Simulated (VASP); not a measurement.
# Al (Im-3m) in VASP: notebook, part 2 of 2

VASP 6.6.1. Earlier steps stand in the parts before.

**4. Single point, LDA (volume scaled by 0.98)**

File INCAR:

```
SYSTEM = Al
  PREC = Accurate
  ENCUT = 520
  EDIFF = 1E-6
  ISMEAR = -1
  SIGMA = 0.05
  LREAL = .False.
  LASPH = .True.
  NELM = 100
  ALGO = Fast
  ISIF = 2
  LWAVE = .False.
  LCHARG = .False.
  GGA = CA
  NBANDS = 8
```

File KPOINTS:

```
Automatic mesh
0
Gamma
  12 12 12
  0 0 0
```

File POSCAR:

```
Al
1.0
   -1.5805390481      1.5805390481      1.5805390481
    1.5805390481     -1.5805390481      1.5805390481
    1.5805390481      1.5805390481     -1.5805390481
Al
1
Direct
    0.0000000000      0.0000000000      0.0000000000
```

Potentials or basis: VASP PAW LDA potentials, release 64 (Al).

Run with:

```bash
$ cat potpaw_LDA.64/Al/POTCAR > POTCAR
$ mpirun -np 1 vasp_std > vasp.out
```

OUTCAR:

```text
SYSTEM = Al
   PREC = Accurate
   ENCUT = 520
   EDIFF = 1E-6
   ISMEAR = -1
   LREAL = .False.
   LASPH = .True.
   NELM = 100
   ISIF = 2
   GGA = CA

 ion  position               nearest neighbor table
   1  0.000  0.000  0.000-

  LATTYP: Found a body centered cubic cell.
 ALAT       =     3.1610780962

  Lattice vectors:

 A1 = (  -1.5805390481,   1.5805390481,   1.5805390481)
 A2 = (   1.5805390481,  -1.5805390481,   1.5805390481)
 A3 = (   1.5805390481,   1.5805390481,  -1.5805390481)

Analysis of symmetry for initial positions (statically):
=====================================================================
 Subroutine PRICEL returns:
 Original cell was already a primitive cell.

 Routine SETGRP: Setting up the symmetry group for a
 body centered cubic supercell.

 Subroutine GETGRP returns: Found 48 space group operations
[... 9 lines left out ...]

 Routine SETGRP: Setting up the symmetry group for a
 body centered cubic supercell.

 Subroutine GETGRP returns: Found 48 space group operations
[... 11 lines left out ...]
                                     Primitive cell

  volume of cell :      15.7934

  direct lattice vectors                    reciprocal lattice vectors
    -1.580539048  1.580539048  1.580539048     0.000000000  0.316347768  0.316347768
     1.580539048 -1.580539048  1.580539048     0.316347768  0.000000000  0.316347768
     1.580539048  1.580539048 -1.580539048     0.316347768  0.316347768  0.000000000

  length of vectors
     2.737573935  2.737573935  2.737573935     0.447383304  0.447383304  0.447383304

  position of ions in fractional coordinates (direct lattice)
     0.000000000  0.000000000  0.000000000

  ion indices of the primitive-cell ions
   primitive index   ion index
                 1           1

----------------------------------------------------------------------------------------

 KPOINTS: Automatic mesh

Automatic generation of k-mesh.
[... 79 lines left out ...]
   EMIN   =  10.00;   EMAX   =-10.00  energy-range for DOS
   EFERMI =   0.00;   METHOD = LEGACY
   ISMEAR =    -1;   SIGMA  =   0.05  broadening in eV -4-tet -1-fermi 0-gaus
   EFERMI_NEDOS =   21; number of points for ismear=-14 and -15
   IALGO  =     68    algorithm
   IMIX   =      4    mixing-type and parameters
     AMIX     =   0.40;   BMIX     =  1.00
     AMIX_MAG =   1.60;   BMIX_MAG =  1.00
  volume/ion in A,a.u.               =      15.79       106.58
  Fermi-wavevector in a.u.,A,eV,Ry     =   0.941073  1.778370 12.049572  0.885619
  Thomas-Fermi vector in A             =   2.068548
   LORBIT       =      0    0 simple, 1 ext, 2 COOP (PROOUT), +10 PAW based schemes
   GGA     = CA    functional components
   LHFCALC =     F    Hartree Fock is set to
   AEXX    =    0.0000 exact exchange contribution
   IVDW    =     0    specifies the selected vdW correction
   LEPSILON=     F    determine dielectric tensor
   LRPA    =     F    only Hartree local field effects (RPA)
 non-spin polarized calculation
 RMM-DIIS sequential band-by-band and
  energy-cutoff  :      520.00
  volume of cell :       15.79
 maximum number of plane-waves:       436
   NGX = 11   NGY = 11   NGZ = 11

 number of electron       3.0000000 magnetization

 Free energy of the ion-electron system (eV)
  ---------------------------------------------------
  ext. energy  EPLUGINS =         0.00000000
  ---------------------------------------------------
  free energy    TOTEN  =        -4.08488341 eV

  energy without entropy =       -4.08080881  energy(sigma->0) =       -4.08284611

 E-fermi :   8.2370     XC(G=0): -10.5104

 val. band max:        8.1882246843   @ k =  -0.4167  -0.4167   0.2500
 cond. band min:       8.2524322597   @ k =   0.3333   0.2500   0.0833
 fundamental gap:      0.0642075754
 Fermi energy:         8.2369865127

 k-point     1 :       0.0000    0.0000    0.0000
  band No.  band energies     occupation
      1      -3.1470      2.00000
      2      21.7119      0.00000
      3      21.7119      0.00000
      4      21.7119      0.00000
      5      23.3293      0.00000
      6      23.3293      0.00000
      7      23.3293      0.00000
      8      24.8795      0.00000
[... 243 lines left out ...]
 k-point    24 :       0.4167    0.0833    0.0833
  band No.  band energies     occupation
      1       4.1912      2.00000
      2       4.7301      2.00000
      3      13.2789      0.00000
      4      14.0084      0.00000
      5      22.5107      0.00000
      6      23.0684      0.00000
      7      29.5270      0.00000
      8      30.8762      0.00000

 [... further k-points ...]
[... 5 lines left out ...]
  --------------------------------------------------------------------------------------
  -------------------------------------------------------------------------------------
  Total        0.2150366      0.2150366      0.2150366      0.0000000      0.0000000     -0.0000000
  in kB       21.8145991     21.8145991     21.8145991      0.0000000      0.0000000     -0.0000000
  external PRESSURE =      21.8145991 kB  Pullay stress =       0.0000000 kB

 VOLUME and BASIS-vectors are now :
 -----------------------------------------------------------------------------
  energy-cutoff  :      520.00
  volume of cell :       15.79
      direct lattice vectors                 reciprocal lattice vectors
    -1.580539048  1.580539048  1.580539048     0.000000000  0.316347768  0.316347768
     1.580539048 -1.580539048  1.580539048     0.316347768  0.000000000  0.316347768
     1.580539048  1.580539048 -1.580539048     0.316347768  0.316347768  0.000000000

 POSITION                                       TOTAL-FORCE (eV/Angst)
 -----------------------------------------------------------------------------------
      0.00000      0.00000      0.00000        -0.000000      0.000000     -0.000000
 -----------------------------------------------------------------------------------
    total drift:                                0.000000      0.000000     -0.000000

  FREE ENERGIE OF THE ION-ELECTRON SYSTEM (eV)
  ---------------------------------------------------
  free  energy   TOTEN  =        -4.0848834085 eV

  energy  without entropy=       -4.0808088095  energy(sigma->0) =       -4.08284611
```

OSZICAR:

```text
N       E                     dE             d eps       ncg     rms          rms(c)
DAV:   1    -0.259857964114E+01   -0.25986E+01   -0.91710E+02  1176   0.212E+02
DAV:   2    -0.410908795177E+01   -0.15105E+01   -0.13935E+01  1664   0.192E+01
DAV:   3    -0.411602773433E+01   -0.69398E-02   -0.69381E-02  1408   0.144E+00
DAV:   4    -0.411604049047E+01   -0.12756E-04   -0.12757E-04  1736   0.586E-02
DAV:   5    -0.411604051281E+01   -0.22341E-07   -0.22869E-07  1408   0.169E-03    0.139E+00
RMM:   6    -0.409693921436E+01    0.19101E-01   -0.18004E-03  1152   0.196E-01    0.787E-01
RMM:   7    -0.408486548330E+01    0.12074E-01   -0.48882E-03  1328   0.318E-01    0.133E-01
RMM:   8    -0.408487938269E+01   -0.13899E-04   -0.31690E-04  1256   0.104E-01    0.421E-02
RMM:   9    -0.408488384331E+01   -0.44606E-05   -0.32373E-05  1246   0.384E-02    0.130E-02
RMM:  10    -0.408488340849E+01    0.43482E-06   -0.33589E-06  1284   0.106E-02
   1 F= -.40848834E+01 E0= -.40828461E+01  d E =-.407460E-02
```

Wall time 4.1 s (1 thread of AMD EPYC 7R13, shared host); peak memory 0.12 GiB.

Results:

```yaml
Free_energy: -4.0849 eV
Pressure: 2.2 GPa
```

Levels at points of the mesh, in eV from the Fermi level:
```tsv
k point	band 1	band 2	band 3	band 4
(0.00, 0.00, 0.00)	-11.38	13.47	13.47	13.47
(0.50, 0.00, 0.00)	-4.42	-3.91	8.39	8.40
(0.50, 0.50, 0.50)	1.93	1.93	1.93	3.00
```

Caveat: the cell differs from its parent crystal (volume scaled by 0.98).

**5. Single point, LDA**

This run uses another cell than the first one, of 16.12 Å³/atom, 1.064 times its volume.

File INCAR:

```
SYSTEM = Al
PREC = Accurate
ENCUT = 520
EDIFF = 1E-7
ISMEAR = -1
SIGMA = 0.05
LREAL = .False.
LASPH = .True.
NELM = 100
ALGO = Normal
ISIF = 2
LWAVE = .False.
LCHARG = .False.
NBANDS = 8
```

KPOINTS is that of step 4.

File POSCAR:

```
Al
1.0
   -1.5912186900      1.5912186900      1.5912186900
    1.5912186900     -1.5912186900      1.5912186900
    1.5912186900      1.5912186900     -1.5912186900
Al
1
Direct
    0.0000000000      0.0000000000      0.0000000000
```

Run with:

```bash
$ cat potpaw_LDA.64/Al/POTCAR > POTCAR
$ mpirun -np 1 vasp_std > vasp.out
```

Run time: 4.6 s. Hardware: 1 thread of AMD EPYC 7R13, shared host; peak memory 0.11 GiB.

It converged, with:

```yaml
Free_energy: -4.0876 eV
Pressure: 0.6 GPa
```

Levels at points of the mesh, in eV from the Fermi level:
| k point | band 1 | band 2 | band 3 | band 4 | band 5 | band 6 |
| --- | --- | --- | --- | --- | --- | --- |
| (0.00, 0.00, 0.00) | -11.23 | 13.36 | 13.36 | 13.36 | 14.80 | 14.80 |
| (0.50, 0.00, 0.00) | -4.34 | -3.88 | 8.24 | 8.36 | 10.12 | 11.57 |
| (0.50, 0.50, 0.50) | 1.91 | 1.91 | 1.91 | 3.04 | 3.04 | 5.69 |

**6. Single point, LDA (volume scaled by 1.02)**

File INCAR:

```
SYSTEM = Al
PREC     = Accurate       ! precision mode
ENCUT    = 520            ! plane-wave cutoff, eV
EDIFF    = 1E-6           ! SCF threshold, eV
ISMEAR   = -1             ! smearing method
SIGMA    = 0.05           ! smearing width, eV
LREAL    = .FALSE.        ! projectors in reciprocal space
LASPH    = .TRUE.         ! aspherical terms in the spheres
NELM     = 100            ! most SCF steps
ALGO     = Normal         ! electronic algorithm
ISIF     = 2              ! what is computed and relaxed
LWAVE    = .FALSE.        ! write WAVECAR
LCHARG   = .TRUE.         ! write CHGCAR
LELF     = .TRUE.         ! ELF
LVHAR    = .TRUE.       
NBANDS   = 8              ! bands
```

File KPOINTS:

```
Automatic mesh
0
G
  12 12 12
  0 0 0
```

File POSCAR:

```
Al
1.0
   -1.6017568692      1.6017568692      1.6017568692
    1.6017568692     -1.6017568692      1.6017568692
    1.6017568692      1.6017568692     -1.6017568692
Al
1
Direct
    0.0000000000      0.0000000000      0.0000000000
```

Potentials or basis: VASP PAW LDA potentials, release 64 (Al).

Run with:

```bash
$ cat potpaw_LDA.64/Al/POTCAR > POTCAR
$ mpirun -np 1 vasp_std > vasp.out
```

Run time: 3.9 s. Hardware: 1 thread of AMD EPYC 7R13, shared host; peak memory 0.13 GiB.

Results (log left out):

| Quantity | Value |
| --- | --- |
| Free energy | -4.0873 eV |
| Pressure | -0.9 GPa |

Levels at points of the mesh, in eV from the Fermi level:
| k point | band 1 | band 2 | band 3 | band 4 | band 5 |
| --- | --- | --- | --- | --- | --- |
| (0.00, 0.00, 0.00) | -11.09 | 13.25 | 13.25 | 13.25 | 14.51 |
| (0.50, 0.00, 0.00) | -4.26 | -3.85 | 8.10 | 8.32 | 9.98 |
| (0.50, 0.50, 0.50) | 1.88 | 1.88 | 1.88 | 3.08 | 3.08 |

Caveat: the cell differs from its parent crystal (volume scaled by 1.02).

**7. Overview**

| cell | gap on the mesh (eV) | pressure (GPa) |
| --- | --- | --- |
| a = 2.700 Å, angles 109.5°, 1 atom | none | 5.9 |
| a = 2.719 Å, angles 109.5°, 1 atom | none | 4.0 |
| a = 2.738 Å, angles 109.5°, 1 atom | none | 2.2 |
| a = 2.756 Å, angles 109.5°, 1 atom | none | 0.6 |
| a = 2.774 Å, angles 109.5°, 1 atom | none | -0.9 |

Alike in all rows: task single point; level LDA; potentials or basis VASP PAW LDA potentials, release 64 (Al); no spin polarisation; k mesh 12 × 12 × 12; cutoff (eV) 520; smearing fermi-dirac 0.05 eV.

Absolute energies hang on the potentials; compare differences alone.
